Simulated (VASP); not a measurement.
# VO2 in VASP: further runs

VO2 is run at these levels: PBE+U; tasks: single point.

Program: VASP 6.6.1. These are calculated values, not measurements. Logs are shortened: lines on timing, memory, paths and dates and some standing lists are left out, and cuts for length are marked.

### 1 The cell of the first run

The typed cell holds 6 atoms: a = 4.480 Å, b = 4.482 Å, c = 3.027 Å, α = 90.00°, β = 90.00°, γ = 90.00°.

### 2 Single point, PBE+U, collinear spin, ferromagnetic start

File INCAR:

```
SYSTEM = VO2
ALGO = Normal
EDIFF = 1E-6
ENCUT = 600
GGA = PE
GGA_COMPAT = .FALSE.
ISIF = 2
ISMEAR = 0
ISPIN = 2
LASPH = .TRUE.
LCHARG = .FALSE.
LDAU = .TRUE.
LDAUJ = 0 0
LDAUL = 2 -1
LDAUPRINT = 1
LDAUTYPE = 2
LDAUU = 3.25 0
LMAXMIX = 4
LORBIT = 11
LREAL = .FALSE.
LWAVE = .FALSE.
MAGMOM = 0.95 0.95 0 0 0 0
NBANDS = 38
NELM = 200
PREC = Accurate
SIGMA = 0.05
```

File KPOINTS:

```
k-points
0
G
  6 6 6
  0 0 0
```

File POSCAR:

```
VO2
1.0
    4.4800130254      0.0000000000      0.0000000000
    0.0000000000      4.4817017891     -0.0000000032
    0.0000000000      0.0000000022      3.0269458314
V O
2 4
Direct
    0.0000000000      0.0000000000      0.0000000000
    0.5000000000      0.5000000000      0.5000000000
    0.2985546943      0.2991251778      0.0000000000
    0.2014453057      0.7991251778      0.5000000000
    0.7014453057      0.7008748222      0.0000000000
    0.7985546943      0.2008748222      0.5000000000
```

Potentials or basis: VASP PAW PBE potentials, release 64 (V_sv, O).

On the command line:

```
cat potpaw_PBE.64/V_sv/POTCAR potpaw_PBE.64/O/POTCAR > POTCAR
mpirun -np 1 vasp_std > vasp.out
```

OUTCAR:

```text
SYSTEM = VO2
   EDIFF = 1E-6
   ENCUT = 600
   GGA = PE
   ISIF = 2
   ISMEAR = 0
   ISPIN = 2
   LASPH = .TRUE.
   LORBIT = 11
   LREAL = .FALSE.
   NELM = 200
   PREC = Accurate

 ion  position               nearest neighbor table
   1  0.000  0.000  0.000-   3 1.89   5 1.89   4 1.98   6 1.98   4 1.98   6 1.98
   2  0.500  0.500  0.500-   4 1.89   6 1.89   3 1.98   5 1.98   3 1.98   5 1.98
   3  0.299  0.299  0.000-   1 1.89   2 1.98   2 1.98
   4  0.201  0.799  0.500-   2 1.89   1 1.98   1 1.98
   5  0.701  0.701  0.000-   1 1.89   2 1.98   2 1.98
   6  0.799  0.201  0.500-   2 1.89   1 1.98   1 1.98

  LATTYP: Found a simple orthorhombic cell.
 ALAT       =     3.0269458314
 B/A-ratio  =     1.4800440031
 C/A-ratio  =     1.4806019132

  Lattice vectors:

 A1 = (   0.0000000000,   0.0000000022,   3.0269458314)
 A2 = (   4.4800130254,   0.0000000000,   0.0000000000)
 A3 = (   0.0000000000,   4.4817017891,  -0.0000000032)

Analysis of symmetry for initial positions (statically):
=====================================================================
 Subroutine PRICEL returns:
 Original cell was already a primitive cell.

 Routine SETGRP: Setting up the symmetry group for a
 simple orthorhombic supercell.

 Subroutine GETGRP returns: Found  8 space group operations
 (whereof  4 operations were pure point group operations)
 out of a pool of  8 trial point group operations.

The static configuration has the point symmetry C_2h.
 The point group associated with its full space group is D_2h.

Analysis of symmetry for dynamics (positions and initial velocities):
=====================================================================
 Subroutine PRICEL returns:
 Original cell was already a primitive cell.

 Routine SETGRP: Setting up the symmetry group for a
 simple orthorhombic supercell.

 Subroutine GETGRP returns: Found  8 space group operations
 (whereof  4 operations were pure point group operations)
 out of a pool of  8 trial point group operations.

The dynamic configuration has the point symmetry C_2h.
 The point group associated with its full space group is D_2h.

Analysis of structural, dynamic, and magnetic symmetry:
=====================================================================
 Subroutine PRICEL returns:
 Original cell was already a primitive cell.

 Routine SETGRP: Setting up the symmetry group for a
 simple orthorhombic supercell.

 Subroutine GETGRP returns: Found  8 space group operations
 (whereof  4 operations were pure point group operations)
 out of a pool of  8 trial point group operations.

The overall configuration has the point symmetry C_2h.
 The point group associated with its full space group is D_2h.

 Subroutine INISYM returns: Found  8 space group operations
 (whereof  4 operations are pure point group operations),
 and found     1 'primitive' translations

----------------------------------------------------------------------------------------

                                     Primitive cell

  volume of cell :      60.7753

  direct lattice vectors                    reciprocal lattice vectors
     4.480013025  0.000000000  0.000000000     0.223213637  0.000000000  0.000000000
     0.000000000  4.481701789 -0.000000003     0.000000000  0.223129527 -0.000000000
     0.000000000  0.000000002  3.026945831     0.000000000  0.000000000  0.330366004

  length of vectors
     4.480013025  4.481701789  3.026945831     0.223213637  0.223129527  0.330366004

  position of ions in fractional coordinates (direct lattice)
     0.000000000  0.000000000  0.000000000
     0.500000000  0.500000000  0.500000000
     0.298554694  0.299125178  1.000000000
     0.201445306  0.799125178  0.500000000
     0.701445306  0.700874822  1.000000000
     0.798554694  0.200874822  0.500000000

  ion indices of the primitive-cell ions
   primitive index   ion index
                 1           1
[... 104 lines left out ...]
   U (eV)           for each species LDAUU =   3.2  0.0
   J (eV)           for each species LDAUJ =   0.0  0.0
   GGA     = PE    functional components
   LHFCALC =     F    Hartree Fock is set to
   AEXX    =    0.0000 exact exchange contribution
   IVDW    =     0    specifies the selected vdW correction
   LEPSILON=     F    determine dielectric tensor
   LRPA    =     F    only Hartree local field effects (RPA)
 spin polarized calculation
 Gauss-broadening in eV      SIGMA  =   0.05
  energy-cutoff  :      600.00
  volume of cell :       60.78
 maximum number of plane-waves:      2064
 NGX is ok and might be reduce to    36
   NGX = 17   NGY = 17   NGZ = 13

atom =   1  type =  1  l = 2

 onsite density matrix

spin component  1

  0.5407  0.0000  0.2493 -0.0000 -0.0006
  0.0000  0.2148  0.0000 -0.0699 -0.0000
  0.2493  0.0000  0.7668 -0.0000 -0.0003
 -0.0000 -0.0699 -0.0000  0.2151  0.0000
 -0.0006 -0.0000 -0.0003  0.0000  0.1732

spin component  2

  0.2316 -0.0000 -0.1165 -0.0000 -0.0002
 -0.0000  0.1869 -0.0000 -0.0765 -0.0000
 -0.1165 -0.0000  0.1315  0.0000  0.0002
 -0.0000 -0.0765  0.0000  0.1872  0.0000
 -0.0002 -0.0000  0.0002  0.0000  0.1275

 occupancies and eigenvectors

  o =  0.0548  v =  0.0000  0.0000  0.0000  0.0000  0.0000  0.5501  0.0000  0.8351 -0.0000 -0.0006      0.0000  0.0000  0.0000  0.0000  0.0000  0.0000  0.0000  0.0000  0.0000  0.0000
  o =  0.1106  v =  0.0000  0.0000  0.0000  0.0000  0.0000 -0.0000 -0.7079  0.0000 -0.7064  0.0000      0.0000  0.0000  0.0000  0.0000  0.0000  0.0000  0.0000  0.0000  0.0000  0.0000
  o =  0.1275  v =  0.0000  0.0000  0.0000  0.0000  0.0000  0.0016  0.0000 -0.0004 -0.0000  1.0000      0.0000  0.0000  0.0000  0.0000  0.0000  0.0000  0.0000  0.0000  0.0000  0.0000
  o =  0.1450  v =  0.0000  0.7078 -0.0000  0.7064 -0.0000  0.0000  0.0000  0.0000  0.0000  0.0000      0.0000  0.0000  0.0000  0.0000  0.0000  0.0000  0.0000  0.0000  0.0000  0.0000
  o =  0.1732  v = -0.0018 -0.0000  0.0002  0.0000 -1.0000  0.0000  0.0000  0.0000  0.0000  0.0000      0.0000  0.0000  0.0000  0.0000  0.0000  0.0000  0.0000  0.0000  0.0000  0.0000
  o =  0.2636  v =  0.0000  0.0000  0.0000  0.0000  0.0000 -0.0000  0.7064 -0.0000 -0.7079 -0.0000      0.0000  0.0000  0.0000  0.0000  0.0000  0.0000  0.0000  0.0000  0.0000  0.0000
  o =  0.2848  v = -0.0000  0.7064 -0.0000 -0.7078 -0.0000  0.0000  0.0000  0.0000  0.0000  0.0000      0.0000  0.0000  0.0000  0.0000  0.0000  0.0000  0.0000  0.0000  0.0000  0.0000
  o =  0.3084  v =  0.0000  0.0000  0.0000  0.0000  0.0000 -0.8351  0.0000  0.5501  0.0000  0.0016      0.0000  0.0000  0.0000  0.0000  0.0000  0.0000  0.0000  0.0000  0.0000  0.0000
  o =  0.3801  v = -0.8405  0.0000  0.5417  0.0000  0.0017  0.0000  0.0000  0.0000  0.0000  0.0000      0.0000  0.0000  0.0000  0.0000  0.0000  0.0000  0.0000  0.0000  0.0000  0.0000
  o =  0.9275  v = -0.5417 -0.0000 -0.8405  0.0000  0.0008  0.0000  0.0000  0.0000  0.0000  0.0000      0.0000  0.0000  0.0000  0.0000  0.0000  0.0000  0.0000  0.0000  0.0000  0.0000

atom =   2  type =  1  l = 2

 onsite density matrix

spin component  1

  0.5407 -0.0000 -0.2493 -0.0000  0.0006
 -0.0000  0.2148  0.0000  0.0699 -0.0000
 -0.2493  0.0000  0.7668  0.0000 -0.0003
 -0.0000  0.0699  0.0000  0.2151 -0.0000
  0.0006 -0.0000 -0.0003 -0.0000  0.1732

spin component  2

  0.2316  0.0000  0.1165 -0.0000  0.0002
  0.0000  0.1869 -0.0000  0.0765 -0.0000
  0.1165 -0.0000  0.1315 -0.0000  0.0002
 -0.0000  0.0765 -0.0000  0.1872 -0.0000
  0.0002 -0.0000  0.0002 -0.0000  0.1275

 occupancies and eigenvectors

  o =  0.0548  v =  0.0000  0.0000  0.0000  0.0000  0.0000 -0.5501  0.0000  0.8351  0.0000 -0.0006      0.0000  0.0000  0.0000  0.0000  0.0000  0.0000  0.0000  0.0000  0.0000  0.0000
  o =  0.1106  v =  0.0000  0.0000  0.0000  0.0000  0.0000  0.0000 -0.7079  0.0000  0.7064  0.0000      0.0000  0.0000  0.0000  0.0000  0.0000  0.0000  0.0000  0.0000  0.0000  0.0000
  o =  0.1275  v =  0.0000  0.0000  0.0000  0.0000  0.0000 -0.0016  0.0000 -0.0004  0.0000  1.0000      0.0000  0.0000  0.0000  0.0000  0.0000  0.0000  0.0000  0.0000  0.0000  0.0000
  o =  0.1450  v = -0.0000  0.7078 -0.0000 -0.7064 -0.0000  0.0000  0.0000  0.0000  0.0000  0.0000      0.0000  0.0000  0.0000  0.0000  0.0000  0.0000  0.0000  0.0000  0.0000  0.0000
  o =  0.1732  v =  0.0018 -0.0000  0.0002 -0.0000 -1.0000  0.0000  0.0000  0.0000  0.0000  0.0000      0.0000  0.0000  0.0000  0.0000  0.0000  0.0000  0.0000  0.0000  0.0000  0.0000
  o =  0.2636  v =  0.0000  0.0000  0.0000  0.0000  0.0000 -0.0000 -0.7064  0.0000 -0.7079  0.0000      0.0000  0.0000  0.0000  0.0000  0.0000  0.0000  0.0000  0.0000  0.0000  0.0000
  o =  0.2848  v = -0.0000 -0.7064  0.0000 -0.7078  0.0000  0.0000  0.0000  0.0000  0.0000  0.0000      0.0000  0.0000  0.0000  0.0000  0.0000  0.0000  0.0000  0.0000  0.0000  0.0000
  o =  0.3084  v =  0.0000  0.0000  0.0000  0.0000  0.0000 -0.8351 -0.0000 -0.5501  0.0000 -0.0016      0.0000  0.0000  0.0000  0.0000  0.0000  0.0000  0.0000  0.0000  0.0000  0.0000
  o =  0.3801  v =  0.8405  0.0000  0.5417 -0.0000  0.0017  0.0000  0.0000  0.0000  0.0000  0.0000      0.0000  0.0000  0.0000  0.0000  0.0000  0.0000  0.0000  0.0000  0.0000  0.0000
  o =  0.9275  v = -0.5417  0.0000  0.8405  0.0000 -0.0008  0.0000  0.0000  0.0000  0.0000  0.0000      0.0000  0.0000  0.0000  0.0000  0.0000  0.0000  0.0000  0.0000  0.0000  0.0000

 number of electron      49.9999996 magnetization       1.9999999

 Free energy of the ion-electron system (eV)
  ---------------------------------------------------
  ext. energy  EPLUGINS =         0.00000000
  ---------------------------------------------------
  free energy    TOTEN  =       -46.58477946 eV

  energy without entropy =      -46.58477946  energy(sigma->0) =      -46.58477946

 E-fermi :   5.2612     XC(G=0): -11.6304

 val. band max:        5.0055783574   @ k =   0.0000   0.0000   0.0000
 cond. band min:       5.9996873877   @ k =   0.0000   0.5000   0.5000
 fundamental gap:      0.9941090303
 Fermi energy:         5.2611723083

 spin component 1

 k-point     1 :       0.0000    0.0000    0.0000
  band No.  band energies     occupation
      1     -60.5638      1.00000
      2     -60.5548      1.00000
      3     -34.5710      1.00000
      4     -34.5709      1.00000
      5     -34.2104      1.00000
      6     -34.1888      1.00000
[... 1913 lines left out ...]
     36      15.9942      0.00000
     37      18.9184      0.00000

 [... further k-points ...]

 [bands above 37 left out]

------------------------ aborting loop because EDIFF is reached ----------------------------------------

  FORCE on cell =-STRESS in cart. coord.  units (eV):
  Direction    XX          YY          ZZ          XY          YZ          ZX
  --------------------------------------------------------------------------------------
  -------------------------------------------------------------------------------------
  Total        1.3440946      1.3427004      1.1704868     -0.0000000     -0.0000000      0.0000000
  in kB       35.4334589     35.3967037     30.8567527     -0.0000000     -0.0000000      0.0000000
  external PRESSURE =      33.8956384 kB  Pullay stress =       0.0000000 kB

 VOLUME and BASIS-vectors are now :
 -----------------------------------------------------------------------------
  energy-cutoff  :      600.00
  volume of cell :       60.78
      direct lattice vectors                 reciprocal lattice vectors
     4.480013025  0.000000000  0.000000000     0.223213637  0.000000000  0.000000000
     0.000000000  4.481701789 -0.000000003     0.000000000  0.223129527 -0.000000000
     0.000000000  0.000000002  3.026945831     0.000000000  0.000000000  0.330366004

 POSITION                                       TOTAL-FORCE (eV/Angst)
 -----------------------------------------------------------------------------------
      0.00000      0.00000      0.00000         0.000000      0.000000     -0.000000
      2.24001      2.24085      1.51347         0.000000     -0.000000     -0.000000
      1.33753      1.34059     -0.00000         0.046357      0.043630     -0.000000
      0.90248      3.58144      1.51347        -0.046357      0.043630     -0.000000
      3.14248      3.14111     -0.00000        -0.046357     -0.043630      0.000000
      3.57754      0.90026      1.51347         0.046357     -0.043630      0.000000
 -----------------------------------------------------------------------------------
    total drift:                               -0.000000      0.000000      0.000000

  FREE ENERGIE OF THE ION-ELECTRON SYSTEM (eV)
  ---------------------------------------------------
  free  energy   TOTEN  =       -46.5847794569 eV

  energy  without entropy=      -46.5847794569  energy(sigma->0) =      -46.58477946

 total charge

# of ion       s       p       d       tot
------------------------------------------
    1        2.282   6.326   2.744  11.353
    2        2.282   6.326   2.744  11.353
    3        1.566   3.496   0.000   5.062
    4        1.566   3.496   0.000   5.062
    5        1.566   3.496   0.000   5.062
    6        1.566   3.496   0.000   5.062
--------------------------------------------------
tot         10.829  26.635   5.488  42.952

 magnetization (x)

# of ion       s       p       d       tot
------------------------------------------
    1        0.014   0.013   1.043   1.070
    2        0.014   0.013   1.043   1.070
    3       -0.002  -0.047   0.000  -0.049
    4       -0.002  -0.047   0.000  -0.049
    5       -0.002  -0.047   0.000  -0.049
    6       -0.002  -0.047   0.000  -0.049
--------------------------------------------------
tot          0.021  -0.163   2.087   1.945
```

Wall time 5.4 min (1 thread of Intel Xeon Platinum 8259CL at 2.50GHz (Skylake/Cascade Lake), shared host); peak memory 0.37 GiB.

Results:

| Property | Result |
| --- | --- |
| Free energy | -46.5848 eV |
| Pressure | 3.4 GPa |
| Largest force | 0.064 eV/Å |
| Band gap on the k mesh | 0.99 eV, indirect (least direct gap 1.24 eV) |
| Net moment | 2.00 μB per cell |
| Site moments | V +1.07; O -0.05 μB |
| Valence electrons inside the program's atomic spheres | V 11.35; O 5.06 |

Forces on the atoms (eV/Å):
```
V    0.000  0.000  0.000
V    0.000  0.000  0.000
O    0.046  0.044  0.000
O   -0.046  0.044  0.000
O   -0.046 -0.044  0.000
O    0.046 -0.044  0.000
```

Levels at points of the mesh, in eV from the valence-band top:
Spin up:
| k point | band 22 | band 23 | band 24 | band 25 | band 26 | band 27 | band 28 | band 29 | band 30 | band 31 |
| --- | --- | --- | --- | --- | --- | --- | --- | --- | --- | --- |
| (0.00, 0.00, 0.00) | -1.01 | -0.94 | -0.54 | -0.54 | 0.00 | 1.24 | 1.37 | 1.37 | 2.47 | 3.42 |
| (0.50, 0.00, 0.00) | -2.22 | -0.82 | -0.82 | -0.57 | -0.57 | 2.04 | 2.04 | 2.42 | 2.42 | 4.50 |
| (0.00, 0.50, 0.00) | -2.22 | -0.82 | -0.82 | -0.57 | -0.57 | 2.04 | 2.04 | 2.42 | 2.42 | 4.50 |
| (0.50, 0.50, 0.00) | -1.77 | -1.42 | -1.42 | -1.29 | -1.29 | 1.40 | 1.40 | 2.79 | 2.79 | 3.89 |
| (0.00, 0.00, 0.50) | -2.82 | -1.59 | -1.59 | -0.75 | -0.75 | 2.20 | 2.20 | 2.72 | 2.72 | 3.81 |
| (0.50, 0.00, 0.50) | -2.31 | -1.13 | -1.13 | -0.76 | -0.76 | 1.00 | 1.00 | 2.88 | 2.88 | 3.40 |
| (0.00, 0.50, 0.50) | -2.31 | -1.13 | -1.13 | -0.76 | -0.76 | 0.99 | 0.99 | 2.88 | 2.88 | 3.40 |
| (0.50, 0.50, 0.50) | -1.60 | -0.75 | -0.75 | -0.70 | -0.70 | 1.84 | 1.84 | 2.15 | 2.15 | 4.38 |
Spin down:
```csv
k point,band 20,band 21,band 22,band 23,band 24,band 25,band 26,band 27,band 28,band 29
"(0.00, 0.00, 0.00)",-2.69,-1.00,-0.64,-0.64,-0.14,2.09,2.14,2.15,2.75,2.75
"(0.50, 0.00, 0.00)",-3.35,-2.17,-2.17,-0.90,-0.90,2.78,2.78,3.11,3.11,3.38
"(0.00, 0.50, 0.00)",-3.35,-2.17,-2.17,-0.90,-0.90,2.78,2.78,3.11,3.11,3.38
"(0.50, 0.50, 0.00)",-2.23,-1.81,-1.81,-1.47,-1.47,2.18,2.18,2.61,2.61,3.43
"(0.00, 0.00, 0.50)",-2.93,-2.78,-2.78,-1.62,-1.62,2.90,2.90,3.33,3.33,3.83
"(0.50, 0.00, 0.50)",-2.81,-2.15,-2.15,-1.24,-1.24,1.80,1.80,3.52,3.52,3.86
"(0.00, 0.50, 0.50)",-2.81,-2.15,-2.15,-1.24,-1.24,1.80,1.80,3.52,3.52,3.86
"(0.50, 0.50, 0.50)",-2.87,-1.57,-1.57,-0.77,-0.77,2.53,2.53,2.85,2.85,4.05
```

Eigenvalues of the final occupation matrices:
```csv
site,spin,trace,eigenvalues
site 1 d,1,1.91,0.15 0.17 0.28 0.38 0.93
site 1 d,2,0.86,0.05 0.11 0.13 0.26 0.31
site 2 d,1,1.91,0.15 0.17 0.28 0.38 0.93
site 2 d,2,0.86,0.05 0.11 0.13 0.26 0.31
```

A k mesh can miss the band edges. The state reached can hang on the start; a lower one may exist.

[end of part 1 of 2]
